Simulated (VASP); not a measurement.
# Ag (Im-3m) in VASP: further runs

Ag is run at these levels: PBEsol+D4, PBEsol; tasks: single point, relaxation of cell and atoms.

Program: VASP 6.6.1. These are calculated values, not measurements. Logs are shortened: lines on timing, memory, paths and dates and some standing lists are left out, and cuts for length are marked.

## Step 1: The cell of the first run

Symmetry: Im-3m, No. 229, cubic system. The conventional cell has a = 3.199 Å, b = 3.199 Å, c = 3.199 Å, α = 90.00°, β = 90.00°, γ = 90.00°. Ag (site symmetry m-3m) has 14 Ag at 2.77 to 3.20 Å within 3.7 Å.

## Step 2: Single point, PBEsol+D4

Contents of INCAR:

```
SYSTEM = Ag
ALGO = Normal
EDIFF = 1E-6
ENCUT = 520
GGA = PS
ISIF = 2
ISMEAR = -1
IVDW = 13
LASPH = .True.
LCHARG = .False.
LREAL = .False.
LWAVE = .False.
NBANDS = 12
NELM = 100
PREC = Accurate
SIGMA = 0.05
```

Contents of KPOINTS:

```
k-points
0
Gamma
  11 11 11
  0 0 0
```

Contents of POSCAR:

```
Ag
1.0
   -1.5994860080      1.5994860080      1.5994860080
    1.5994860080     -1.5994860080      1.5994860080
    1.5994860080      1.5994860080     -1.5994860080
Ag
1
Direct
    0.0000000000      0.0000000000      0.0000000000
```

Potentials or basis: VASP PAW PBE potentials, release 64 (Ag).

Launch:

```bash
$ cat potpaw_PBE.64/Ag/POTCAR > POTCAR
$ mpirun -np 1 vasp_std > vasp.out
```

OUTCAR:

```text
SYSTEM = Ag
   EDIFF = 1E-6
   ENCUT = 520
   GGA = PS
   ISIF = 2
   ISMEAR = -1
   IVDW = 13
   LASPH = .True.
   LREAL = .False.
   NELM = 100
   PREC = Accurate

 ion  position               nearest neighbor table
   1  0.000  0.000  0.000-

  LATTYP: Found a body centered cubic cell.
 ALAT       =     3.1989720160

  Lattice vectors:

 A1 = (  -1.5994860080,   1.5994860080,   1.5994860080)
 A2 = (   1.5994860080,  -1.5994860080,   1.5994860080)
 A3 = (   1.5994860080,   1.5994860080,  -1.5994860080)

Analysis of symmetry for initial positions (statically):
=====================================================================
 Subroutine PRICEL returns:
 Original cell was already a primitive cell.

 Routine SETGRP: Setting up the symmetry group for a
 body centered cubic supercell.

 Subroutine GETGRP returns: Found 48 space group operations
[... 9 lines left out ...]

 Routine SETGRP: Setting up the symmetry group for a
 body centered cubic supercell.

 Subroutine GETGRP returns: Found 48 space group operations
[... 11 lines left out ...]
                                     Primitive cell

  volume of cell :      16.3682

  direct lattice vectors                    reciprocal lattice vectors
    -1.599486008  1.599486008  1.599486008     0.000000000  0.312600421  0.312600421
     1.599486008 -1.599486008  1.599486008     0.312600421  0.000000000  0.312600421
     1.599486008  1.599486008 -1.599486008     0.312600421  0.312600421  0.000000000

  length of vectors
     2.770391032  2.770391032  2.770391032     0.442083755  0.442083755  0.442083755

  position of ions in fractional coordinates (direct lattice)
     0.000000000  0.000000000  0.000000000

  ion indices of the primitive-cell ions
   primitive index   ion index
                 1           1

----------------------------------------------------------------------------------------

 KPOINTS: k-points

Automatic generation of k-mesh.
 Grid dimensions read from file:
 generate k-points for:   11   11   11

 Generating k-lattice:

  Cartesian coordinates                     Fractional coordinates (reciprocal lattice)
     0.000000000  0.028418220  0.028418220     0.090909091  0.000000000  0.000000000
     0.028418220  0.000000000  0.028418220     0.000000000  0.090909091  0.000000000
     0.028418220  0.028418220  0.000000000     0.000000000  0.000000000  0.090909091

  Length of vectors
     0.040189432  0.040189432  0.040189432

  Shift w.r.t. Gamma in fractional coordinates (k-lattice)
     0.000000000  0.000000000  0.000000000

 Subroutine IBZKPT returns following result:
 ===========================================

 Found     56 irreducible k-points:

 Following reciprocal coordinates:
            Coordinates               Weight
  0.000000  0.000000  0.000000      1.000000
  0.090909  0.000000  0.000000     12.000000
  0.181818  0.000000  0.000000     12.000000
  0.272727  0.000000  0.000000     12.000000
  0.363636  0.000000  0.000000     12.000000
  0.454545  0.000000  0.000000     12.000000
[... 16 lines left out ...]
  0.272727  0.181818  0.090909     48.000000
  0.363636  0.181818  0.090909     24.000000
 [... further k-points ...]
   k-points           NKPTS =     56   k-points in BZ     NKDIM =     56   number of bands    NBANDS=     12
   number of dos      NEDOS =    301   number of ions     NIONS =      1
   total plane-waves  NPLWV =  13824
   dimension x,y,z NGX =    24 NGY =   24 NGZ =   24
   dimension x,y,z NGXF=    48 NGYF=   48 NGZF=   48
   ions per type =               1
   NGX,Y,Z   is equivalent  to a cutoff of  14.40, 14.40, 14.40 a.u.
   NGXF,Y,Z  is equivalent  to a cutoff of  28.80, 28.80, 28.80 a.u.
 SYSTEM =  Ag
   PREC   = accura    normal or accurate (medium, high low for compatibility)
   ISTART =      0    job   : 0-new  1-cont  2-samecut
   ICHARG =      2    charge: 1-file 2-atom 10-const
   ISPIN  =      1    spin polarized calculation?
   LNONCOLLINEAR =      F non collinear calculations
   LSORBIT =      F    spin-orbit coupling
   LASPH  =      T    aspherical Exc in radial PAW
   ENCUT  =  520.0 eV  38.22 Ry    6.18 a.u.   5.15  5.15  5.15*2*pi/ulx,y,z
   NELM   =    100;   NELMIN=  2; NELMDL= -5     # of ELM steps
   EDIFF  = 0.1E-05   stopping-criterion for ELM
   LREAL  =      F    real-space projection
   EDIFFG = 0.1E-04   stopping-criterion for IOM
   NSW    =      0    number of steps for IOM
   IBRION =     -1    ionic relax: 0-MD 1-quasi-New 2-CG
   NFREE  =      0    steps in history (QN), initial steepest desc. (CG)
   ISIF   =      2    stress and relaxation
   ISYM   =      2    0-nonsym 1-usesym 2-fastsym
   POTIM  = 0.5000    time-step for ionic-motion
   TEBEG  =    0.0;   TEEND  =   0.0 temperature during run
   PSTRESS=    0.0 pullay stress
   NELECT =      11.0000    total number of electrons
   NUPDOWN=      -1.0000    fix difference up-down
   EMIN   =  10.00;   EMAX   =-10.00  energy-range for DOS
   EFERMI =   0.00;   METHOD = LEGACY
   ISMEAR =    -1;   SIGMA  =   0.05  broadening in eV -4-tet -1-fermi 0-gaus
   EFERMI_NEDOS =   21; number of points for ismear=-14 and -15
   IALGO  =     38    algorithm
   IMIX   =      4    mixing-type and parameters
     AMIX     =   0.40;   BMIX     =  1.00
     AMIX_MAG =   1.60;   BMIX_MAG =  1.00
  volume/ion in A,a.u.               =      16.37       110.46
  Fermi-wavevector in a.u.,A,eV,Ry     =   1.433965  2.709801 27.977065  2.056256
  Thomas-Fermi vector in A             =   2.553426
   LORBIT       =      0    0 simple, 1 ext, 2 COOP (PROOUT), +10 PAW based schemes
   GGA     = PS    functional components
   LHFCALC =     F    Hartree Fock is set to
   AEXX    =    0.0000 exact exchange contribution
   IVDW    =    13    specifies the selected vdW correction
   LEPSILON=     F    determine dielectric tensor
   LRPA    =     F    only Hartree local field effects (RPA)
 non-spin polarized calculation
  energy-cutoff  :      520.00
  volume of cell :       16.37
 maximum number of plane-waves:       451
 NGX is ok and might be reduce to    24
   NGX = 11   NGY = 11   NGZ = 11

 number of electron      10.9999998 magnetization

 Free energy of the ion-electron system (eV)
  ---------------------------------------------------
  ext. energy  EPLUGINS =         0.00000000
  ---------------------------------------------------
  free energy    TOTEN  =        -3.27771135 eV

  energy without entropy =       -3.27318119  energy(sigma->0) =       -3.27544627

 E-fermi :   8.7894     XC(G=0): -12.6565

 val. band max:        8.7683974952   @ k =  -0.2727   0.4545   0.0909
 cond. band min:       8.8517120548   @ k =  -0.4545   0.4545   0.0909
 fundamental gap:      0.0833145597
 Fermi energy:         8.7894380766

 k-point     1 :       0.0000    0.0000    0.0000
  band No.  band energies     occupation
      1       0.6824      2.00000
      2       3.7704      2.00000
      3       3.7704      2.00000
      4       3.7704      2.00000
      5       5.2138      2.00000
      6       5.2138      2.00000
      7      26.8999      0.00000
      8      26.8999      0.00000
      9      26.8999      0.00000
     10      33.6737      0.00000
     11      33.6737      0.00000
     12      33.8930      0.00000

 k-point     2 :       0.0909    0.0000    0.0000
  band No.  band energies     occupation
      1       0.9620      2.00000
      2       3.6976      2.00000
      3       3.7807      2.00000
      4       3.9377      2.00000
      5       5.1369      2.00000
      6       5.2193      2.00000
      7      26.2571      0.00000
      8      26.8008      0.00000
      9      27.1234      0.00000
     10      31.4211      0.00000
     11      31.5658      0.00000
     12      32.2955      0.00000

 k-point     3 :       0.1818    0.0000    0.0000
  band No.  band energies     occupation
      1       1.6944      2.00000
      2       3.5073      2.00000
      3       3.8551      2.00000
      4       4.4093      2.00000
      5       5.0110      2.00000
      6       5.2385      2.00000
      7      23.8145      0.00000
      8      25.8918      0.00000
      9      27.7039      0.00000
     10      29.6139      0.00000
     11      30.1727      0.00000
     12      30.9747      0.00000

 k-point     4 :       0.2727    0.0000    0.0000
  band No.  band energies     occupation
      1       2.3025      2.00000
      2       3.2681      2.00000
      3       4.4830      2.00000
      4       4.9979      2.00000
      5       5.0864      2.00000
      6       5.2739      2.00000
      7      20.2427      0.00000
      8      24.3474      0.00000
      9      27.0202      0.00000
     10      28.4131      0.00000
     11      30.0224      0.00000
     12      32.3983      0.00000

 k-point     5 :       0.3636    0.0000    0.0000
  band No.  band energies     occupation
      1       2.2941      2.00000
      2       3.0573      2.00000
      3       5.0695      2.00000
      4       5.3169      2.00000
      5       5.7859      2.00000
      6       6.1778      2.00000
      7      16.6454      0.00000
      8      23.0579      0.00000
      9      24.9580      0.00000
     10      29.0029      0.00000
     11      30.3071      0.00000
     12      34.5519      0.00000
[... 228 lines left out ...]
      1       1.2356      2.00000
      2       3.7997      2.00000
      3       3.7997      2.00000
      4       3.9354      2.00000
      5       4.9550      2.00000
      6       5.3173      2.00000
      7      25.7538      0.00000
      8      27.1208      0.00000
      9      27.1208      0.00000
     10      28.8843      0.00000
     11      31.6838      0.00000
     12      31.6838      0.00000

 k-point    22 :       0.1818    0.1818    0.0909
  band No.  band energies     occupation
      1       2.9492      2.00000
      2       3.2317      2.00000
      3       3.7543      2.00000
      4       5.1577      2.00000
      5       5.3168      2.00000
      6       7.8044      2.00000
      7      18.8952      0.00000
      8      19.4447      0.00000
      9      21.5639      0.00000
     10      30.5624      0.00000
     11      34.9116      0.00000
     12      35.6864      0.00000

 k-point    23 :       0.2727    0.1818    0.0909
  band No.  band energies     occupation
      1       2.8315      2.00000
      2       3.1386      2.00000
      3       4.2627      2.00000
      4       5.2257      2.00000
      5       5.3797      2.00000
      6       9.8464      0.00000
      7      15.7408      0.00000
      8      18.3011      0.00000
      9      20.7901      0.00000
     10      31.4476      0.00000
     11      34.5067      0.00000
     12      36.1205      0.00000

 k-point    24 :       0.3636    0.1818    0.0909
  band No.  band energies     occupation
      1       2.7758      2.00000
      2       3.0950      2.00000
      3       4.4847      2.00000
      4       5.2683      2.00000
      5       5.3984      2.00000
      6      11.6458      0.00000
      7      13.5046      0.00000
      8      17.9421      0.00000
      9      20.5216      0.00000
     10      31.7611      0.00000
     11      34.2671      0.00000
     12      36.1750      0.00000

 [... further k-points ...]

------------------------ aborting loop because EDIFF is reached ----------------------------------------

  DFT-D4 for vdW energy calculation

  Edisp (eV):   -0.34398

  FORCE on cell =-STRESS in cart. coord.  units (eV):
  Direction    XX          YY          ZZ          XY          YZ          ZX
  --------------------------------------------------------------------------------------
  -------------------------------------------------------------------------------------
  Total      -0.02540    -0.02540    -0.02540     0.00000     0.00000     0.00000
  in kB      -2.48648    -2.48648    -2.48648     0.00000     0.00000     0.00000
  external pressure =       -2.49 kB  Pullay stress =        0.00 kB

 VOLUME and BASIS-vectors are now :
 -----------------------------------------------------------------------------
  energy-cutoff  :      520.00
  volume of cell :       16.37
      direct lattice vectors                 reciprocal lattice vectors
    -1.599486008  1.599486008  1.599486008     0.000000000  0.312600421  0.312600421
     1.599486008 -1.599486008  1.599486008     0.312600421  0.000000000  0.312600421
     1.599486008  1.599486008 -1.599486008     0.312600421  0.312600421  0.000000000

 POSITION                                       TOTAL-FORCE (eV/Angst)
 -----------------------------------------------------------------------------------
      0.00000      0.00000      0.00000         0.000000      0.000000      0.000000
 -----------------------------------------------------------------------------------
    total drift:                               -0.000000      0.000000      0.000000

  FREE ENERGIE OF THE ION-ELECTRON SYSTEM (eV)
  ---------------------------------------------------
  free  energy   TOTEN  =        -3.6216944298 eV

  energy  without entropy=       -3.6171642673  energy(sigma->0) =       -3.61942935
```

Wall time 6.1 s (1 thread of Intel Xeon 6975P-C, shared host); peak memory 0.14 GiB.

Results:

* Free energy: -3.6217 eV
* Pressure: -0.2 GPa
* Dispersion energy per atom: -0.344 eV

Caveat: the PAW data sets were made with another functional, which shifts forces and pressure a little; pairwise dispersion overbinds metals, which lowers pressure and volume.

## Step 3: Relaxation of cell and atoms, PBEsol

This run uses another cell than the first one, of 18.15 Å³/atom, 1.109 times its volume.

Contents of INCAR:

```
ALGO     = Normal         # electronic algorithm
EDIFF    = 1E-6           # SCF threshold, eV
EDIFFG   = -0.005         # ionic threshold
ENCUT    = 600            # plane-wave cutoff, eV
GGA      = PS             # functional
IBRION   = 2              # ionic algorithm
ISIF     = 3              # what is computed and relaxed
ISMEAR   = -1             # smearing method
LASPH    = T              # aspherical terms in the spheres
LCHARG   = F              # write CHGCAR
LREAL    = F              # projectors in reciprocal space
LWAVE    = F              # write WAVECAR
NELM     = 80             # most SCF steps
NSW      = 80             # ionic steps
PREC     = Accurate       # precision mode
SIGMA    = 0.05           # smearing width, eV
```

Contents of KPOINTS:

```
k-points
0
Gamma
  11 11 11
```

Contents of POSCAR:

```
Ag
1.0
   -1.6556540000      1.6556540000      1.6556540000
    1.6556540000     -1.6556540000      1.6556540000
    1.6556540000      1.6556540000     -1.6556540000
Ag
1
Direct
    0.0000000000      0.0000000000      0.0000000000
```

Potentials or basis: VASP PAW PBE potentials, release 64 (Ag).

Launch:

```bash
$ cat potpaw_PBE.64/Ag/POTCAR > POTCAR
$ mpirun -np 1 vasp_std > vasp.out
```

It took 12 s on 1 thread of Intel Xeon 6975P-C, shared host; peak memory 0.15 GiB.

The run converged. Its results:

| Item | Value |
| --- | --- |
| Free energy | -3.2822 eV |
| Relaxed volume | 16.77 Å³/atom |
| Relaxed cell | a = 2.793 Å, b = 2.793 Å, c = 2.793 Å, α = 109.47°, β = 109.47°, γ = 109.47° |
| Space group after relaxing (to 0.05 Å) | Im-3m (No. 229) |
| Energy gained by relaxing | 35.2 meV/atom |
| Ionic steps | 3 |
| Pressure after relaxing | 0.0 GPa |

The path:
```tsv
step	energy change (eV)	largest force (eV/Å)	pressure (GPa)	volume (Å³)
1	0.0000	0.0000	-7.43	18.15
2	-0.0226	0.0000	5.83	16.03
3	-0.0352	0.0000	-0.02	16.77
```

Final structure:
```
CELL_PARAMETERS angstrom
-1.61231 1.61231 1.61231
1.61231 -1.61231 1.61231
1.61231 1.61231 -1.61231
ATOMIC_POSITIONS crystal
Ag 0.00000 0.00000 0.00000
```

Levels at points of the mesh, in eV from the Fermi level:
```csv
k point,band 4,band 5,band 6,band 7,band 8,band 9
"(0.00, 0.00, 0.00)",-4.92,-3.53,-3.53,18.03,18.03,18.03
```

Caveat: the PAW data sets were made with another functional, which shifts forces and pressure a little.
